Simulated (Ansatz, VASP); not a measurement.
**One calculation of Ag, two programs**

File INCAR:

```
  PREC = Accurate
  ENCUT = 600
  EDIFF = 1E-6
  ISMEAR = -1
  SIGMA = 0.15
  LREAL = F
  LASPH = T
  NELM = 100
  ALGO = Fast
  ISIF = 3
  LWAVE = F
  LCHARG = F
  GGA = CA
  IBRION = 2
  NSW = 80
  EDIFFG = -0.001
```

Contents of KPOINTS:

```
Automatic mesh
0
Gamma
  20 20 20
```

The input POSCAR:

```
Ag
1.0
   -1.5910507831      1.5910507831      1.5910507831
    1.5910507831     -1.5910507831      1.5910507831
    1.5910507831      1.5910507831     -1.5910507831
Ag
1
Direct
    0.0000000000      0.0000000000      0.0000000000
```

Input for Ansatz:

```yaml
crystal:
  lattice:
    - [-1.5910507831, 1.5910507831, 1.5910507831]
    - [1.5910507831, -1.5910507831, 1.5910507831]
    - [1.5910507831, 1.5910507831, -1.5910507831]
  atoms:
    - { symbol: Ag, position: [0.0, 0.0, 0.0] }
basis:
  ecutwfc: 420
kpoints:
  mp_grid: { grid: [20, 20, 20] }
hamiltonian:
  xc: lda
scf:
  occupations: { method: fermi_dirac, width: 0.15 }
output:
  forces: true
  stress: true
  eigenvalues: true
relax:
  adjacent_minimum: "off"
  f_tol: 0.001
  max_steps: 60
  cell: { stress_tol: 0.01 }
```

Alike in both runs: task relaxation of cell and atoms; functional LDA; k mesh 20 × 20 × 20; occupations fermi-dirac, width 0.15 eV; no spin polarisation.

|  | VASP | Ansatz |
| --- | --- | --- |
| version | VASP 6.6.1 | Ansatz 0.2.0 |
| potentials or method | VASP PAW LDA potentials, release 64 (Ag), cutoff 600 eV | scalar-relativistic, plane waves, PAW |
| valence electrons in the cell | 11 | 19 |

Ansatz gave:

- gap on the k mesh at the Fermi level, each at its own relaxed structure (eV): none
- relaxed volume (Å³/atom): 16.12
- relaxed cell length with the largest relative difference (Å): 2.756

**Question.** What did VASP give for the same quantities?

**Answer.** gap on the k mesh at the Fermi level, each at its own relaxed structure (eV): none; relaxed volume (Å³/atom): 16.13; relaxed cell length with the largest relative difference (Å): 2.757.

LDA's correlation is that of Perdew and Zunger in VASP and of Perdew and Wang (1992) in Ansatz. A gap of «none» marks a metal or a gap that the smearing closes. VASP's potentials hold 11 valence electrons a cell and Ansatz's 19, so a difference there can come from the potentials and not from the codes.
